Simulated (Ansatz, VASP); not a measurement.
## MgO in VASP and in Ansatz

```
Mg O
1.0
     0.00000    1.88667    1.88667
     1.88667    0.00000    1.88667
     1.88667    1.88667    0.00000
Mg O
1 1
Direct
  0.00000 0.00000 0.00000
  0.50000 0.50000 0.50000
```

Alike in both runs: task single point; functional PBEsol; k mesh 10 × 10 × 10; no spin polarisation.

```csv
,VASP,Ansatz
version,VASP 6.6.1,Ansatz 0.2.0
potentials or method,"VASP PAW PBE potentials, release 64 (Mg, O), cutoff 600 eV","scalar-relativistic, plane waves, PAW"
occupations,"gaussian, width 0.01 eV",fixed
valence electrons in the cell,8,16
```

Ansatz gave:

| Property | Result |
| --- | --- |
| gap on the k mesh at the Fermi level (eV) | 8.53 |
| least direct gap on the mesh (eV) | 8.53 |

Problem. What did VASP give for the same quantities?

Solution. gap on the k mesh at the Fermi level (eV): 8.56; least direct gap on the mesh (eV): 8.56.

VASP's potentials were made for PBE, not for PBEsol. VASP's potentials hold 8 valence electrons a cell and Ansatz's 16, so a difference there can come from the potentials and not from the codes.
